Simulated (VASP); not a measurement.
# CuSn15S16 (a cell with a defect) in VASP: single point with PBE

Aim: the single point of CuSn15S16 (a cell with a defect) with PBE.

Everything below comes from runs of VASP 6.6.1. Logs are shortened: lines on timing, memory, paths and dates and some standing lists are left out, and cuts for length are marked.

## (1) The cell of the first run

The cell holds a defect, 32 atoms: a = 11.392 Å, b = 7.914 Å, c = 9.066 Å, α = 90.00°, β = 90.00°, γ = 90.00°.

## (2) Single point, PBE

INCAR

```
  PREC = Accurate
  ENCUT = 520
  EDIFF = 1E-6
  ISMEAR = -1
  SIGMA = 0.01
  LREAL = Auto
  LASPH = T
  NELM = 100
  ALGO = Normal
  ISIF = 2
  LWAVE = F
  LCHARG = F
  GGA = PE
  NBANDS = 180
  NELECT = 318.0
```

KPOINTS

```
Automatic mesh
0
Gamma
  2 3 2
```

POSCAR

```
CuSn15S16
1.0
   11.3920185100      0.0000000000      0.0000000000
    0.0000000000      7.9137104200      0.0000000000
    0.0000000000      0.0000000000      9.0656213800
Cu Sn S
1 15 16
Direct
    0.6976345620      0.1250000000      0.0971603911
    0.6191820471      0.1250000000      0.6847504841
    0.6203795943      0.6250000000      0.1810345336
    0.6163596792      0.6250000000      0.6845546000
    0.3806111647      0.3740475881      0.3171368415
    0.3796457424      0.3719761853      0.8253808648
    0.3806111647      0.8759524119      0.3171368415
    0.3796457424      0.8780238147      0.8253808648
    0.8754875892      0.3739956647      0.4361278338
    0.8704445176      0.3779637293      0.9341069223
    0.8754875892      0.8760043353      0.4361278338
    0.8704445176      0.8720362707      0.9341069223
    0.1124822261      0.1250000000      0.0735240706
    0.1191999613      0.1250000000      0.5712229342
    0.1170539183      0.6250000000      0.0715529264
    0.1196724622      0.6250000000      0.5687144268
    0.3446840963      0.1250000000      0.0179075647
    0.3478281335      0.1250000000      0.5135789740
    0.3471445685      0.6250000000      0.0162157178
    0.3490789310      0.6250000000      0.5100509164
    0.6467137595      0.3745633709      0.4913129645
    0.6441063296      0.3723559255      0.9902706367
    0.6467137595      0.8754366291      0.4913129645
    0.6441063296      0.8776440745      0.9902706367
    0.1489349878      0.3758326955      0.2651613127
    0.1493696372      0.3758742589      0.7637136568
    0.1489349878      0.8741673045      0.2651613127
    0.1493696372      0.8741257411      0.7637136568
    0.8545534969      0.1250000000      0.2477779102
    0.8486188972      0.1250000000      0.7388627185
    0.8488800684      0.6250000000      0.2399673055
    0.8466199016      0.6250000000      0.7367024599
```

Potentials or basis: VASP PAW PBE potentials, release 64 (Cu, Sn_d, S).

Run with:

```
$ cat potpaw_PBE.64/Cu/POTCAR potpaw_PBE.64/Sn_d/POTCAR potpaw_PBE.64/S/POTCAR > POTCAR
$ mpirun -np 1 vasp_std > vasp.out
```

OUTCAR:

```text
PREC = Accurate
   ENCUT = 520
   EDIFF = 1E-6
   ISMEAR = -1
   LREAL = Auto
   LASPH = T
   NELM = 100
   ISIF = 2
   GGA = PE
   NELECT = 318.0

 ion  position               nearest neighbor table
   1  0.698  0.125  0.097-  29 2.25  24 2.27  22 2.27  12 3.17  10 3.17
   2  0.619  0.125  0.685-  30 2.66  23 2.66  21 2.66   8 3.59   6 3.59
   3  0.620  0.625  0.181-  22 2.66  24 2.66  31 2.66   7 3.60   5 3.60
   4  0.616  0.625  0.685-  32 2.67  23 2.67  21 2.67   8 3.59   6 3.59
   5  0.381  0.374  0.317-  20 2.67  25 2.68  18 2.68   3 3.60
   6  0.380  0.372  0.825-  17 2.65  19 2.67  26 2.68   2 3.59   4 3.59
   7  0.381  0.876  0.317-  20 2.67  27 2.68  18 2.68   3 3.60
   8  0.380  0.878  0.825-  17 2.65  19 2.67  28 2.68   2 3.59   4 3.59
   9  0.875  0.374  0.436-  29 2.62  21 2.65  31 2.68  14 3.62  16 3.62
  10  0.870  0.378  0.934-  22 2.63  32 2.66  30 2.68   1 3.17  13 3.63  15 3.64
  11  0.875  0.876  0.436-  29 2.62  23 2.65  31 2.68  14 3.62  16 3.62
  12  0.870  0.872  0.934-  24 2.63  32 2.66  30 2.68   1 3.17  13 3.63  15 3.64
  13  0.112  0.125  0.074-  25 2.67  27 2.67  17 2.69  12 3.63  10 3.63
  14  0.119  0.125  0.571-  18 2.66  26 2.67  28 2.67  11 3.62   9 3.62
  15  0.117  0.625  0.072-  25 2.66  27 2.66  19 2.67  12 3.64  10 3.64
  16  0.120  0.625  0.569-  20 2.67  26 2.67  28 2.67  11 3.62   9 3.62
  17  0.345  0.125  0.018-   6 2.65   8 2.65  13 2.69
  18  0.348  0.125  0.514-  14 2.66   7 2.68   5 2.68
  19  0.347  0.625  0.016-  15 2.67   8 2.67   6 2.67
  20  0.349  0.625  0.510-  16 2.67   7 2.67   5 2.67
  21  0.647  0.375  0.491-   9 2.65   2 2.66   4 2.67
  22  0.644  0.372  0.990-   1 2.27  10 2.63   3 2.66
[... 8 lines left out ...]
  31  0.849  0.625  0.240-   3 2.66   9 2.68  11 2.68
  32  0.847  0.625  0.737-  10 2.66  12 2.66   4 2.67

  LATTYP: Found a simple orthorhombic cell.
 ALAT       =     7.9137104200
 B/A-ratio  =     1.1455588970
 C/A-ratio  =     1.4395293618

  Lattice vectors:

 A1 = (   0.0000000000,   7.9137104200,   0.0000000000)
 A2 = (   0.0000000000,   0.0000000000,   9.0656213800)
 A3 = (  11.3920185100,   0.0000000000,   0.0000000000)

Analysis of symmetry for initial positions (statically):
=====================================================================
 Subroutine PRICEL returns:
 Original cell was already a primitive cell.

 Routine SETGRP: Setting up the symmetry group for a
 simple orthorhombic supercell.

 Subroutine GETGRP returns: Found  2 space group operations
 (whereof  1 operations were pure point group operations)
 out of a pool of  8 trial point group operations.

The static configuration has the point symmetry C_1 .
 The point group associated with its full space group is C_1h.

Analysis of symmetry for dynamics (positions and initial velocities):
=====================================================================
 Subroutine PRICEL returns:
 Original cell was already a primitive cell.

 Routine SETGRP: Setting up the symmetry group for a
 simple orthorhombic supercell.

 Subroutine GETGRP returns: Found  2 space group operations
 (whereof  1 operations were pure point group operations)
 out of a pool of  8 trial point group operations.

The dynamic configuration has the point symmetry C_1 .
 The point group associated with its full space group is C_1h.

 Subroutine INISYM returns: Found  2 space group operations
 (whereof  1 operations are pure point group operations),
 and found     1 'primitive' translations

----------------------------------------------------------------------------------------

                                     Primitive cell

  volume of cell :     817.2942

  direct lattice vectors                    reciprocal lattice vectors
    11.392018510  0.000000000  0.000000000     0.087780756  0.000000000  0.000000000
     0.000000000  7.913710420  0.000000000     0.000000000  0.126362976  0.000000000
     0.000000000  0.000000000  9.065621380     0.000000000  0.000000000  0.110306835

  length of vectors
    11.392018510  7.913710420  9.065621380     0.087780756  0.126362976  0.110306835

  position of ions in fractional coordinates (direct lattice)
     0.697634562  0.125000000  0.097160391
     0.619182047  0.125000000  0.684750484
     0.620379594  0.625000000  0.181034534
     0.616359679  0.625000000  0.684554600
     0.380611165  0.374047588  0.317136842
     0.379645742  0.371976185  0.825380865
[... 24 lines left out ...]
     0.848880068  0.625000000  0.239967306
     0.846619902  0.625000000  0.736702460

  ion indices of the primitive-cell ions
   primitive index   ion index
                 1           1
                 2           2
                 3           3
                 4           4
                 5           5
                 6           6
[... 24 lines left out ...]
                31          31
                32          32

----------------------------------------------------------------------------------------

 KPOINTS: Automatic mesh

Automatic generation of k-mesh.
 Grid dimensions read from file:
 generate k-points for:    2    3    2

 Generating k-lattice:

  Cartesian coordinates                     Fractional coordinates (reciprocal lattice)
     0.043890378  0.000000000  0.000000000     0.500000000  0.000000000  0.000000000
     0.000000000  0.042120992  0.000000000     0.000000000  0.333333333  0.000000000
     0.000000000  0.000000000  0.055153417     0.000000000  0.000000000  0.500000000

  Length of vectors
     0.043890378  0.042120992  0.055153417

  Shift w.r.t. Gamma in fractional coordinates (k-lattice)
     0.000000000  0.000000000  0.000000000

 Subroutine IBZKPT returns following result:
 ===========================================

 Found      8 irreducible k-points:

 Following reciprocal coordinates:
            Coordinates               Weight
  0.000000  0.000000  0.000000      1.000000
  0.500000  0.000000  0.000000      1.000000
  0.000000  0.333333  0.000000      2.000000
  0.500000  0.333333  0.000000      2.000000
  0.000000  0.000000  0.500000      1.000000
  0.500000  0.000000  0.500000      1.000000
  0.000000  0.333333  0.500000      2.000000
  0.500000  0.333333  0.500000      2.000000
   k-points           NKPTS =      8   k-points in BZ     NKDIM =      8   number of bands    NBANDS=    180
   number of dos      NEDOS =    301   number of ions     NIONS =     32
   total plane-waves  NPLWV = 378000
   dimension x,y,z NGX =    90 NGY =   60 NGZ =   70
   dimension x,y,z NGXF=   180 NGYF=  120 NGZF=  140
   ions per type =               1  15  16
   NGX,Y,Z   is equivalent  to a cutoff of  13.13, 12.60, 12.84 a.u.
   NGXF,Y,Z  is equivalent  to a cutoff of  26.27, 25.21, 25.67 a.u.
 SYSTEM =  unknown system
   PREC   = accura    normal or accurate (medium, high low for compatibility)
   ISTART =      0    job   : 0-new  1-cont  2-samecut
   ICHARG =      2    charge: 1-file 2-atom 10-const
   ISPIN  =      1    spin polarized calculation?
   LNONCOLLINEAR =      F non collinear calculations
   LSORBIT =      F    spin-orbit coupling
   LASPH  =      T    aspherical Exc in radial PAW
   ENCUT  =  520.0 eV  38.22 Ry    6.18 a.u.  21.18 14.71 16.86*2*pi/ulx,y,z
   NELM   =    100;   NELMIN=  2; NELMDL= -5     # of ELM steps
   EDIFF  = 0.1E-05   stopping-criterion for ELM
   LREAL  =      T    real-space projection
   EDIFFG = 0.1E-04   stopping-criterion for IOM
   NSW    =      0    number of steps for IOM
   IBRION =     -1    ionic relax: 0-MD 1-quasi-New 2-CG
   NFREE  =      0    steps in history (QN), initial steepest desc. (CG)
   ISIF   =      2    stress and relaxation
   ISYM   =      2    0-nonsym 1-usesym 2-fastsym
   POTIM  = 0.5000    time-step for ionic-motion
   TEBEG  =    0.0;   TEEND  =   0.0 temperature during run
   PSTRESS=    0.0 pullay stress
   NELECT =     318.0000    total number of electrons
   NUPDOWN=      -1.0000    fix difference up-down
   EMIN   =  10.00;   EMAX   =-10.00  energy-range for DOS
   EFERMI =   0.00;   METHOD = LEGACY
   ISMEAR =    -1;   SIGMA  =   0.01  broadening in eV -4-tet -1-fermi 0-gaus
   EFERMI_NEDOS =   21; number of points for ismear=-14 and -15
   IALGO  =     38    algorithm
   IMIX   =      4    mixing-type and parameters
     AMIX     =   0.40;   BMIX     =  1.00
     AMIX_MAG =   1.60;   BMIX_MAG =  1.00
  volume/ion in A,a.u.               =      25.54       172.36
  Fermi-wavevector in a.u.,A,eV,Ry     =   1.195155  2.258516 19.434515  1.428397
  Thomas-Fermi vector in A             =   2.331128
   LORBIT       =      0    0 simple, 1 ext, 2 COOP (PROOUT), +10 PAW based schemes
   GGA     = PE    functional components
[... 5 lines left out ...]
 non-spin polarized calculation
  energy-cutoff  :      520.00
  volume of cell :      817.29
 maximum number of plane-waves:     22038
 NGX is ok and might be reduce to    90
   NGX = 43   NGY = 29   NGZ = 33

 number of electron     318.0000003 magnetization

 Free energy of the ion-electron system (eV)
  ---------------------------------------------------
  ext. energy  EPLUGINS =         0.00000000
  ---------------------------------------------------
  free energy    TOTEN  =      -135.37295023 eV

  energy without entropy =     -135.37295023  energy(sigma->0) =     -135.37295023

 E-fermi :   5.6547     XC(G=0):  -9.5131

 val. band max:        5.4310810134   @ k =   0.5000   0.0000   0.0000
 cond. band min:       6.1993093411   @ k =   0.0000   0.3333   0.0000
 fundamental gap:      0.7682283277
 Fermi energy:         5.6546954136

 k-point     1 :       0.0000    0.0000    0.0000
  band No.  band energies     occupation
      1     -15.9784      2.00000
      2     -15.9752      2.00000
      3     -15.9716      2.00000
      4     -15.9680      2.00000
      5     -15.9652      2.00000
      6     -15.9615      2.00000
[... 1381 lines left out ...]
    170       7.9089      0.00000
    171       7.9471      0.00000
 [bands above 171 left out]

------------------------ aborting loop because EDIFF is reached ----------------------------------------

  FORCE on cell =-STRESS in cart. coord.  units (eV):
  Direction    XX          YY          ZZ          XY          YZ          ZX
  --------------------------------------------------------------------------------------
  -------------------------------------------------------------------------------------
  Total       10.9055469     12.3349837     10.1883217      0.0000000      0.0000000      0.0271245
  in kB       21.3786176     24.1808047     19.9726099      0.0000000      0.0000000      0.0531733
  external PRESSURE =      21.8440107 kB  Pullay stress =       0.0000000 kB

 VOLUME and BASIS-vectors are now :
 -----------------------------------------------------------------------------
  energy-cutoff  :      520.00
  volume of cell :      817.29
      direct lattice vectors                 reciprocal lattice vectors
    11.392018510  0.000000000  0.000000000     0.087780756  0.000000000  0.000000000
     0.000000000  7.913710420  0.000000000     0.000000000  0.126362976  0.000000000
     0.000000000  0.000000000  9.065621380     0.000000000  0.000000000  0.110306835

 POSITION                                       TOTAL-FORCE (eV/Angst)
 -----------------------------------------------------------------------------------
      7.94747      0.98921      0.88082        -0.004854      0.000000      0.018995
      7.05373      0.98921      6.20769         0.001954      0.000000     -0.006324
      7.06738      4.94607      1.64119         0.001786      0.000000     -0.002151
      7.02158      4.94607      6.20591        -0.010453      0.000000      0.002986
      4.33593      2.96010      2.87504         0.001469      0.003611     -0.010168
      4.32493      2.94371      7.48259         0.011360      0.007694     -0.012784
[... 24 lines left out ...]
      9.67046      4.94607      2.17545        -0.004135      0.000000     -0.006510
      9.64471      4.94607      6.67867        -0.006702      0.000000     -0.008735
 -----------------------------------------------------------------------------------
    total drift:                               -0.019865     -0.000000     -0.001967

  FREE ENERGIE OF THE ION-ELECTRON SYSTEM (eV)
  ---------------------------------------------------
  free  energy   TOTEN  =      -135.3729502270 eV

  energy  without entropy=     -135.3729502270  energy(sigma->0) =     -135.37295023
```

Wall time 30 min (1 thread of AMD EPYC 9R45 (Zen 5), shared host); peak memory 1.2 GiB.

What came out:

* Free energy: -135.3730 eV
* Largest force: 0.022 eV/Å

Forces in eV/Å, atoms in the order of the input:
```
Cu  -0.005  0.000  0.019
Sn   0.002  0.000 -0.006
Sn   0.002  0.000 -0.002
Sn  -0.010  0.000  0.003
Sn   0.001  0.004 -0.010
Sn   0.011  0.008 -0.013
Sn   0.001 -0.004 -0.010
Sn   0.011 -0.008 -0.013
Sn  -0.003 -0.008  0.001
Sn   0.006 -0.002  0.021
Sn  -0.003  0.008  0.001
Sn   0.006  0.002  0.021
Sn  -0.008  0.000 -0.004
Sn   0.002  0.000 -0.008
Sn  -0.010  0.000 -0.006
Sn  -0.012  0.000 -0.003
S    0.008  0.000  0.009
S    0.004  0.000  0.006
S    0.006  0.000  0.004
S    0.002  0.000  0.003
S   -0.002  0.000 -0.002
S   -0.009  0.017 -0.010
S   -0.002  0.000 -0.002
S   -0.009 -0.017 -0.010
S    0.003 -0.001  0.010
S    0.005 -0.004  0.009
S    0.003  0.001  0.010
S    0.005  0.004  0.009
S    0.012  0.000  0.005
S   -0.007  0.000 -0.018
S   -0.004  0.000 -0.007
S   -0.007  0.000 -0.009
```

Levels at points of the mesh, in eV from the Fermi level:
```tsv
k point	band 155	band 156	band 157	band 158	band 159	band 160	band 161	band 162	band 163	band 164
(0.00, 0.00, 0.00)	-0.84	-0.77	-0.73	-0.53	-0.23	0.83	0.89	1.00	1.00	1.25
(0.50, 0.00, 0.00)	-0.87	-0.79	-0.71	-0.52	-0.22	1.01	1.10	1.19	1.25	1.36
(0.00, 0.00, 0.50)	-0.88	-0.76	-0.70	-0.56	-0.38	1.05	1.09	1.11	1.16	1.23
(0.50, 0.00, 0.50)	-1.06	-0.99	-0.96	-0.70	-0.54	1.46	1.68	1.78	1.79	1.84
```

Caveat: the cell carries a net charge on a neutralising background, which shifts energy and pressure; the cell is charged against a uniform background, so pressure and absolute levels hang on convention; spin-orbit coupling is left out, which moves the levels of the heavy elements.
